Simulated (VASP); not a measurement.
Set up this calculation in VASP 6.6.1, as the native input.

```yaml
Task: single point
Functional: r2SCAN
Potentials_or_basis: VASP PAW PBE potentials, release 64 (In_d, Sb)
Cutoff: 520 eV
k_mesh: 6 × 6 × 6
Occupations: fermi-dirac, width 0.02 eV
Spin: no spin polarisation
Dipole_correction: no
Further_INCAR_settings: ALGO = Normal; EDIFF = 1e-07; NBANDS = 16
```

The system is InSb.

```
CELL_PARAMETERS angstrom
0.00000 3.36150 3.36150
3.36150 0.00000 3.36150
3.36150 3.36150 0.00000
ATOMIC_POSITIONS crystal
In 0.00000 0.00000 0.00000
Sb 0.25000 0.25000 0.25000
```

This cell differs from its parent crystal: strain +2.5%.

One way to write it, as run:

POSCAR

```
InSb
1.0
    0.0000000000      3.3615008285      3.3615008285
    3.3615008285      0.0000000000      3.3615008285
    3.3615008285      3.3615008285      0.0000000000
In Sb
1 1
Direct
    0.0000000000      0.0000000000      0.0000000000
    0.2500000000      0.2500000000      0.2500000000
```

INCAR.step1

```
  ALGO = Normal
  EDIFF = 1E-4
  ENCUT = 520
  GGA = PE
  ISMEAR = -1
  LASPH = T
  LCHARG = F
  LREAL = F
  LWAVE = T
  NBANDS = 16
  NELM = 80
  PREC = Accurate
  SIGMA = 0.02
```

INCAR.step2

```
  ALGO = Normal
  EDIFF = 1E-7
  ENCUT = 520
  ISIF = 2
  ISMEAR = -1
  ISTART = 1
  LASPH = T
  LCHARG = T
  LELF = T
  LMIXTAU = T
  LREAL = F
  LVHAR = T
  LWAVE = F
  METAGGA = R2SCAN
  NBANDS = 16
  NELM = 80
  PREC = Accurate
  SIGMA = 0.02
```

KPOINTS

```
k-points
0
Gamma
  6 6 6
```

Potentials or basis: VASP PAW PBE potentials, release 64 (In_d, Sb).

The run is started by

```bash
$ cat potpaw_PBE.64/In_d/POTCAR potpaw_PBE.64/Sb/POTCAR > POTCAR
$ cp INCAR.step1 INCAR
$ mpirun -np 1 vasp_std > vasp.out
$ cp INCAR.step2 INCAR
$ mpirun -np 1 vasp_std > vasp.out
```

Results of the run:

```
Pressure               : -2.7 GPa
Band gap on the k mesh : zero (filled and empty bands touch)
```

Caveat: the cell differs from its parent crystal (strain +2.5%); semilocal functionals underestimate gaps, and a narrow one can read as zero; the PAW data sets were made with another functional, which shifts forces and pressure a little; spin-orbit coupling is left out, which moves the levels of the heavy elements.

Run time: 3 min on 1 thread of Intel Xeon 8259CL, with other jobs on the host, peak memory 0.23 GiB.
